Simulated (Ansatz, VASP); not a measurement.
One calculation of RbRhO3, two programs

```
Rb Rh O
1.0
     4.04271    0.00000    0.00000
     0.00000    4.04271    0.00000
     0.00000    0.00000    4.04271
Rb Rh O
1 1 3
Cartesian
  0.0000 0.0000 0.0000
  2.0214 2.0214 2.0214
  2.0214 2.0214 0.0000
  2.0214 0.0000 2.0214
  0.0000 2.0214 2.0214
```

Alike in both runs: task single point; functional LDA; k mesh 6 × 6 × 6; occupations methfessel-paxton of order 1, width 0.2 eV; no spin polarisation.

|  | VASP | Ansatz |
| --- | --- | --- |
| version | VASP 6.6.1 | Ansatz 0.2.0 |
| potentials or method | VASP PAW LDA potentials, release 64 (Rb_sv, Rh_pv, O) | plane waves, PAW |
| plane-wave cutoff (eV) | 520 | 420 |
| valence electrons in the cell | 42 | 44 |

|  | VASP | Ansatz | Ansatz less VASP |
| --- | --- | --- | --- |
| pressure (GPa) | -14.5 | -15.1 | -0.56 |

LDA's correlation is that of Perdew and Zunger in VASP and of Perdew and Wang (1992) in Ansatz. VASP's potentials hold 42 valence electrons a cell and Ansatz's 44, so a difference there can come from the potentials and not from the codes.
